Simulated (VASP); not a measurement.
# Sn (I4_1/amd) in VASP: electric field gradients with r2SCAN

Aim: the electric field gradients of Sn with r2SCAN.

All numbers are computed with VASP 6.6.1; they aren't measurements. Logs are shortened: lines on timing, memory, paths and dates and some standing lists are left out, and cuts for length are marked.

## Step 1: The cell of the first run

Symmetry: I4_1/amd, No. 141, tetragonal system. The conventional cell has a = 5.839 Å, b = 5.839 Å, c = 3.188 Å, α = 90.00°, β = 90.00°, γ = 90.00°. Sn (site symmetry -4m2) has 10 Sn at 3.03 to 3.77 Å within 4.0 Å.

## Step 2: Electric field gradients, r2SCAN

Input file POSCAR:

```
Sn
1.0
   -2.9196440750      2.9196440750      1.5938000000
    2.9196440750     -2.9196440750      1.5938000000
    2.9196440750      2.9196440750     -1.5938000000
Sn
2
Direct
    0.0000000000      0.0000000000      0.0000000000
    0.7500000000      0.2500000000      0.5000000000
```

Input file INCAR.step1:

```
  PREC = Accurate
  ENCUT = 440
  ISMEAR = 0
  SIGMA = 0.05
  LREAL = False
  LASPH = True
  NELM = 120
  NBANDS = 21
  GGA = PE
  ALGO = Normal
  EDIFF = 1E-5
  LWAVE = True
  LCHARG = False
  GGA_COMPAT = False
```

Input file INCAR.step2:

```
  PREC = Accurate
  ENCUT = 440
  EDIFF = 1E-8
  ISMEAR = 0
  SIGMA = 0.05
  LREAL = False
  LASPH = True
  NELM = 120
  ALGO = Normal
  ISIF = 2
  LWAVE = False
  LCHARG = False
  METAGGA = R2SCAN
  LMIXTAU = True
  LEFG = True
  NBANDS = 21
  ISTART = 1
  GGA_COMPAT = False
```

Input file KPOINTS:

```
Automatic mesh
0
Gamma
  16 16 16
```

Potentials or basis: VASP PAW PBE potentials, release 64 (Sn_d).

Launch:

```console
> cat potpaw_PBE.64/Sn_d/POTCAR > POTCAR
> cp INCAR.step1 INCAR
> mpirun -np 1 vasp_std > vasp.out
> cp INCAR.step2 INCAR
> mpirun -np 1 vasp_std > vasp.out
```

OUTCAR:

```text
PREC = Accurate
   ENCUT = 440
   EDIFF = 1E-8
   ISMEAR = 0
   LREAL = False
   LASPH = True
   NELM = 120
   ISIF = 2
   METAGGA = R2SCAN
   ISTART = 1

 ion  position               nearest neighbor table
   1  0.000  0.000  0.000-   2 3.03   2 3.03   2 3.03   2 3.03
   2  0.750  0.250  0.500-   1 3.03   1 3.03   1 3.03   1 3.03

  LATTYP: Found a body centered tetragonal cell.
 ALAT       =     5.8392881500
 C/A-ratio  =     0.5458884573

  Lattice vectors:

 A1 = (  -2.9196440750,   2.9196440750,   1.5938000000)
 A2 = (   2.9196440750,  -2.9196440750,   1.5938000000)
 A3 = (   2.9196440750,   2.9196440750,  -1.5938000000)

Analysis of symmetry for initial positions (statically):
=====================================================================
 Subroutine PRICEL returns:
 Original cell was already a primitive cell.

 Routine SETGRP: Setting up the symmetry group for a
 body centered tetragonal supercell.

 Subroutine GETGRP returns: Found 16 space group operations
 (whereof  8 operations were pure point group operations)
 out of a pool of 16 trial point group operations.

The static configuration has the point symmetry D_2d.
 The point group associated with its full space group is D_4h.

Analysis of symmetry for dynamics (positions and initial velocities):
=====================================================================
 Subroutine PRICEL returns:
 Original cell was already a primitive cell.

 Routine SETGRP: Setting up the symmetry group for a
 body centered tetragonal supercell.

 Subroutine GETGRP returns: Found 16 space group operations
 (whereof  8 operations were pure point group operations)
 out of a pool of 16 trial point group operations.

The dynamic configuration has the point symmetry D_2d.
 The point group associated with its full space group is D_4h.

 Subroutine INISYM returns: Found 16 space group operations
 (whereof  8 operations are pure point group operations),
 and found     1 'primitive' translations

----------------------------------------------------------------------------------------

                                     Primitive cell

  volume of cell :      54.3443

  direct lattice vectors                    reciprocal lattice vectors
    -2.919644075  2.919644075  1.593800000     0.000000000  0.171253751  0.313715648
     2.919644075 -2.919644075  1.593800000     0.171253751  0.000000000  0.313715648
     2.919644075  2.919644075 -1.593800000     0.171253751  0.171253751  0.000000000

  length of vectors
     4.425928320  4.425928320  4.425928320     0.357414822  0.357414822  0.242189378

  position of ions in fractional coordinates (direct lattice)
     0.000000000  0.000000000  0.000000000
     0.750000000  0.250000000  0.500000000

  ion indices of the primitive-cell ions
   primitive index   ion index
                 1           1
                 2           2

----------------------------------------------------------------------------------------

 KPOINTS: Automatic mesh

Automatic generation of k-mesh.
 Grid dimensions read from file:
 generate k-points for:   16   16   16

 Generating k-lattice:

  Cartesian coordinates                     Fractional coordinates (reciprocal lattice)
     0.000000000  0.010703359  0.019607228     0.062500000 -0.000000000  0.000000000
     0.010703359  0.000000000  0.019607228    -0.000000000  0.062500000  0.000000000
     0.010703359  0.010703359  0.000000000     0.000000000  0.000000000  0.062500000

  Length of vectors
     0.022338426  0.022338426  0.015136836

  Shift w.r.t. Gamma in fractional coordinates (k-lattice)
     0.000000000  0.000000000  0.000000000

 Subroutine IBZKPT returns following result:
 ===========================================

 Found    349 irreducible k-points:

 Following reciprocal coordinates:
            Coordinates               Weight
  0.000000  0.000000  0.000000      1.000000
  0.062500  0.000000  0.000000      8.000000
  0.125000  0.000000  0.000000      8.000000
  0.187500  0.000000 -0.000000      8.000000
  0.250000  0.000000  0.000000      8.000000
  0.312500  0.000000 -0.000000      8.000000
[... 16 lines left out ...]
 -0.125000  0.062500  0.000000     16.000000
 -0.062500  0.062500  0.000000      4.000000
 [... further k-points ...]
   k-points           NKPTS =    349   k-points in BZ     NKDIM =    349   number of bands    NBANDS=     21
   number of dos      NEDOS =    301   number of ions     NIONS =      2
   total plane-waves  NPLWV =  27000
   dimension x,y,z NGX =    30 NGY =   30 NGZ =   30
   dimension x,y,z NGXF=    60 NGYF=   60 NGZF=   60
   ions per type =               2
   NGX,Y,Z   is equivalent  to a cutoff of  11.27, 11.27, 11.27 a.u.
   NGXF,Y,Z  is equivalent  to a cutoff of  22.54, 22.54, 22.54 a.u.
 SYSTEM =  unknown system
   PREC   = accura    normal or accurate (medium, high low for compatibility)
   ISTART =      1    job   : 0-new  1-cont  2-samecut
   ICHARG =      0    charge: 1-file 2-atom 10-const
   ISPIN  =      1    spin polarized calculation?
   LNONCOLLINEAR =      F non collinear calculations
   LSORBIT =      F    spin-orbit coupling
   LASPH  =      T    aspherical Exc in radial PAW
   ENCUT  =  440.0 eV  32.34 Ry    5.69 a.u.   7.57  7.57  7.57*2*pi/ulx,y,z
   NELM   =    120;   NELMIN=  2; NELMDL=  0     # of ELM steps
   EDIFF  = 0.1E-07   stopping-criterion for ELM
   LREAL  =      F    real-space projection
   EDIFFG = 0.1E-06   stopping-criterion for IOM
   NSW    =      0    number of steps for IOM
   IBRION =     -1    ionic relax: 0-MD 1-quasi-New 2-CG
   NFREE  =      0    steps in history (QN), initial steepest desc. (CG)
   ISIF   =      2    stress and relaxation
   ISYM   =      2    0-nonsym 1-usesym 2-fastsym
   POTIM  = 0.5000    time-step for ionic-motion
   TEBEG  =    0.0;   TEEND  =   0.0 temperature during run
   PSTRESS=    0.0 pullay stress
   NELECT =      28.0000    total number of electrons
   NUPDOWN=      -1.0000    fix difference up-down
   EMIN   =  10.00;   EMAX   =-10.00  energy-range for DOS
   EFERMI =   0.00;   METHOD = LEGACY
   ISMEAR =     0;   SIGMA  =   0.05  broadening in eV -4-tet -1-fermi 0-gaus
   EFERMI_NEDOS =   21; number of points for ismear=-14 and -15
   IALGO  =     38    algorithm
   IMIX   =      4    mixing-type and parameters
     AMIX     =   0.40;   BMIX     =  1.00
     AMIX_MAG =   1.60;   BMIX_MAG =  1.00
  volume/ion in A,a.u.               =      27.17       183.37
  Fermi-wavevector in a.u.,A,eV,Ry     =   1.312430  2.480134 23.435677  1.722474
  Thomas-Fermi vector in A             =   2.442823
   LORBIT       =      0    0 simple, 1 ext, 2 COOP (PROOUT), +10 PAW based schemes
   METAGGA = R2SCAN    functional components
   LHFCALC =     F    Hartree Fock is set to
   AEXX    =    0.0000 exact exchange contribution
   IVDW    =     0    specifies the selected vdW correction
   LEPSILON=     F    determine dielectric tensor
   LRPA    =     F    only Hartree local field effects (RPA)
 non-spin polarized calculation
 Gauss-broadening in eV      SIGMA  =   0.05
  energy-cutoff  :      440.00
  volume of cell :       54.34
 maximum number of plane-waves:      1158
   NGX = 15   NGY = 15   NGZ = 15

 number of electron      27.9999990 magnetization

 Free energy of the ion-electron system (eV)
  ---------------------------------------------------
  ext. energy  EPLUGINS =         0.00000000
  ---------------------------------------------------
  free energy    TOTEN  =       -49.24367400 eV

  energy without entropy =      -49.24247703  energy(sigma->0) =      -49.24307551

 E-fermi :   7.9338     XC(G=0): -11.1224

 val. band max:        7.9309733003   @ k =  -0.0625   0.4375   0.0625
 cond. band min:       7.9368574729   @ k =  -0.0625   0.3125   0.0625
 fundamental gap:      0.0058841726
 Fermi energy:         7.9338120680

 k-point     1 :       0.0000    0.0000    0.0000
  band No.  band energies     occupation
      1     -14.4603      2.00000
      2     -14.3651      2.00000
      3     -14.3196      2.00000
      4     -14.3085      2.00000
      5     -14.1450      2.00000
      6     -14.1450      2.00000
[... 13 lines left out ...]
     20      18.2372      0.00000
     21      18.8848      0.00000

 k-point     2 :       0.0625    0.0000    0.0000
  band No.  band energies     occupation
      1     -14.4577      2.00000
      2     -14.3567      2.00000
      3     -14.3165      2.00000
      4     -14.2985      2.00000
      5     -14.1516      2.00000
      6     -14.1510      2.00000
[... 13 lines left out ...]
     20      18.1044      0.00000
     21      18.4057      0.00000

 k-point     3 :       0.1250    0.0000    0.0000
  band No.  band energies     occupation
      1     -14.4498      2.00000
      2     -14.3335      2.00000
      3     -14.3077      2.00000
      4     -14.2720      2.00000
      5     -14.1667      2.00000
      6     -14.1604      2.00000
[... 13 lines left out ...]
     20      17.1271      0.00000
     21      17.2895      0.00000

 k-point     4 :       0.1875    0.0000   -0.0000
  band No.  band energies     occupation
      1     -14.4372      2.00000
      2     -14.3020      2.00000
      3     -14.2946      2.00000
      4     -14.2419      2.00000
      5     -14.1860      2.00000
      6     -14.1617      2.00000
[... 13 lines left out ...]
     20      16.2449      0.00000
     21      16.8664      0.00000

 k-point     5 :       0.2500    0.0000    0.0000
  band No.  band energies     occupation
      1     -14.4217      2.00000
      2     -14.2799      2.00000
      3     -14.2745      2.00000
      4     -14.2306      2.00000
      5     -14.2053      2.00000
      6     -14.1617      2.00000
[... 13 lines left out ...]
     20      15.5710      0.00000
     21      17.1077      0.00000
[... 382 lines left out ...]
     20      16.5717      0.00000
     21      16.8384      0.00000

 k-point    22 :      -0.1875    0.0625    0.0000
  band No.  band energies     occupation
      1     -14.4404      2.00000
      2     -14.3360      2.00000
      3     -14.2997      2.00000
      4     -14.2804      2.00000
      5     -14.1663      2.00000
      6     -14.1536      2.00000
[... 13 lines left out ...]
     20      17.2344      0.00000
     21      17.5053      0.00000

 k-point    23 :      -0.1250    0.0625    0.0000
  band No.  band energies     occupation
      1     -14.4509      2.00000
      2     -14.3581      2.00000
      3     -14.3108      2.00000
      4     -14.3032      2.00000
      5     -14.1533      2.00000
      6     -14.1468      2.00000
[... 13 lines left out ...]
     20      18.1881      0.00000
     21      18.4883      0.00000

 k-point    24 :      -0.0625    0.0625    0.0000
  band No.  band energies     occupation
      1     -14.4568      2.00000
      2     -14.3658      2.00000
      3     -14.3166      2.00000
      4     -14.3108      2.00000
      5     -14.1468      2.00000
      6     -14.1430      2.00000
[... 13 lines left out ...]
     20      18.4581      0.00000
     21      18.8110      0.00000

 [... further k-points ...]

------------------------ aborting loop because EDIFF is reached ----------------------------------------

  FORCE on cell =-STRESS in cart. coord.  units (eV):
  Direction    XX          YY          ZZ          XY          YZ          ZX
  --------------------------------------------------------------------------------------
  -------------------------------------------------------------------------------------
  Total        0.3680614      0.3680614      0.1669840      0.0000000      0.0000000      0.0000000
  in kB       10.8511852     10.8511852      4.9230236      0.0000000      0.0000000      0.0000000
  external PRESSURE =       8.8751313 kB  Pullay stress =       0.0000000 kB

 VOLUME and BASIS-vectors are now :
 -----------------------------------------------------------------------------
  energy-cutoff  :      440.00
  volume of cell :       54.34
      direct lattice vectors                 reciprocal lattice vectors
    -2.919644075  2.919644075  1.593800000     0.000000000  0.171253751  0.313715648
     2.919644075 -2.919644075  1.593800000     0.171253751  0.000000000  0.313715648
     2.919644075  2.919644075 -1.593800000     0.171253751  0.171253751  0.000000000

 POSITION                                       TOTAL-FORCE (eV/Angst)
 -----------------------------------------------------------------------------------
      0.00000      0.00000      0.00000        -0.000000      0.000000      0.000000
      0.00000      2.91964      0.79690         0.000000     -0.000000     -0.000000
 -----------------------------------------------------------------------------------
    total drift:                                0.000000     -0.000000      0.000000

  FREE ENERGIE OF THE ION-ELECTRON SYSTEM (eV)
  ---------------------------------------------------
  free  energy   TOTEN  =       -49.2436739968 eV

  energy  without entropy=      -49.2424770312  energy(sigma->0) =      -49.24307551

 Electric field gradients (V/A^2)
---------------------------------------------------------------------
 ion       V_xx      V_yy      V_zz      V_xy      V_xz      V_yz
---------------------------------------------------------------------
   1     -20.858   -20.858    41.716    -0.003    -0.002    -0.002
   2     -20.858   -20.858    41.716    -0.003    -0.002    -0.002
---------------------------------------------------------------------

 Electric field gradients after diagonalization (V/A^2)
 (convention: |V_zz| > |V_xx| > |V_yy|)
----------------------------------------------------------------------
 ion       V_xx      V_yy      V_zz     asymmetry (V_yy - V_xx)/ V_zz
----------------------------------------------------------------------
   1     -20.861   -20.855    41.716       0.000
   2     -20.861   -20.855    41.716       0.000
----------------------------------------------------------------------

           NMR quadrupolar parameters

 Cq : quadrupolar parameter    Cq=e*Q*V_zz/h
 eta: asymmetry parameters     (V_yy - V_xx)/ V_zz
 Q  : nuclear electric quadrupole moment in mb (millibarn)
----------------------------------------------------------------------
 ion       Cq(MHz)       eta       Q (mb)
----------------------------------------------------------------------
   1       0.101       0.000       1.000
   2       0.101       0.000       1.000
----------------------------------------------------------------------
```

Run time: 26 min. Hardware: 1 thread of Oxide Virtual Turin-like, shared host; peak memory 0.33 GiB.

What came out:

```
Free energy                             : -49.2437 eV
Pressure                                : 0.9 GPa
Band gap on the k mesh                  : zero (bands 14 and 15 overlap by 4.56 eV)
Largest electric field gradient by atom : Sn +41.7 V/Å²
```

Stress tensor (GPa, compression positive):
```
1.09 0.00 0.00
0.00 1.09 0.00
0.00 0.00 0.49
```

Levels at points of the mesh, in eV from the Fermi level:
| k point | band 11 | band 12 | band 13 | band 14 | band 15 | band 16 | band 17 | band 18 |
| --- | --- | --- | --- | --- | --- | --- | --- | --- |
| (0.00, 0.00, 0.00) | -11.69 | -3.67 | -2.18 | -2.18 | 3.33 | 6.53 | 6.53 | 7.16 |
| (0.50, 0.00, 0.00) | -7.25 | -5.67 | -2.36 | -1.90 | -1.32 | 2.48 | 2.99 | 4.94 |
| (0.50, 0.50, 0.00) | -9.33 | -9.33 | 0.53 | 0.53 | 1.79 | 1.79 | 6.34 | 6.34 |
| (0.50, 0.50, 0.50) | -7.90 | -7.90 | -5.07 | -5.07 | 5.27 | 5.27 | 9.93 | 9.93 |

Electric field gradients, principal values (V/Å²):
```csv
atom,least,middle,greatest (by size)
1 Sn,-20.855,-20.861,41.716
2 Sn,-20.855,-20.861,41.716
```

Caveat: without QUAD_EFG the Cq values of the log hold for a quadrupole moment of 1 mb, not for the nuclei; the PAW data sets were made with another functional, which shifts forces and pressure a little; spin-orbit coupling is left out, which moves the levels of the heavy elements.
